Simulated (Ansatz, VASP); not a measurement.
## Al2Si: VASP beside Ansatz

The input INCAR:

```
PREC     = Accurate       # precision mode
ENCUT    = 600            # plane-wave cutoff, eV
EDIFF    = 1E-6           # SCF threshold, eV
ISMEAR   = 0              # smearing method
SIGMA    = 0.1            # smearing width, eV
LREAL    = False          # projectors in reciprocal space
LASPH    = True           # aspherical terms in the spheres
NELM     = 100            # most SCF steps
ALGO     = Fast           # electronic algorithm
ISIF     = 3              # what is computed and relaxed
LWAVE    = False          # write WAVECAR
LCHARG   = False          # write CHGCAR
GGA      = PE             # functional
IBRION   = 2              # ionic algorithm
NSW      = 100            # ionic steps
EDIFFG   = -0.01          # ionic threshold
```

File KPOINTS:

```
Automatic mesh
0
Gamma
  12 12 12
```

The input POSCAR:

```
Al2Si
1.0
    3.8846504611      0.0000000000      0.0000000000
    0.0000000000      3.8846504611      0.0000000000
    0.0000000000      0.0000000000      3.6495338274
Al Si
2 1
Direct
    0.5000000000      0.0000000000      0.0000000000
    0.0000000000      0.5000000000      0.0000000000
    0.0000000000      0.0000000000      0.5000000000
```

Input for Ansatz:

```yaml
crystal:
  lattice:
    - [3.8846504611, 0.0, 0.0]
    - [0.0, 3.8846504611, 0.0]
    - [0.0, 0.0, 3.6495338274]
  atoms:
    - { symbol: Al, position: [0.5, 0.0, 0.0] }
    - { symbol: Al, position: [0.0, 0.5, 0.0] }
    - { symbol: Si, position: [0.0, 0.0, 0.5] }
basis:
  ecutwfc: 420
kpoints:
  mp_grid: { grid: [12, 12, 12] }
hamiltonian:
  xc: pbe
scf:
  occupations: { method: gaussian, width: 0.1 }
output:
  forces: true
  stress: true
  eigenvalues: true
relax:
  adjacent_minimum: "off"
  f_tol: 0.01
  max_steps: 80
  cell: { stress_tol: 0.05 }
```

Alike in both runs: task relaxation of cell and atoms; functional PBE; k mesh 12 × 12 × 12; occupations gaussian, width 0.1 eV; no spin polarisation.

```csv
,VASP,Ansatz
version,VASP 6.6.1,Ansatz 0.2.0
potentials or method,"VASP PAW PBE potentials, release 64 (Al, Si), cutoff 600 eV","scalar-relativistic, plane waves, PAW"
valence electrons in the cell,10,10
```

```csv
,VASP,Ansatz,Ansatz less VASP
"gap on the k mesh at the Fermi level, each at its own relaxed structure (eV)",none,none,-
relaxed volume (Å³/atom),18.24,18.26,+0.012
relaxed cell length with the largest relative difference (Å),3.645,3.646,+0.0015
```

A gap of «none» marks a metal or a gap that the smearing closes.
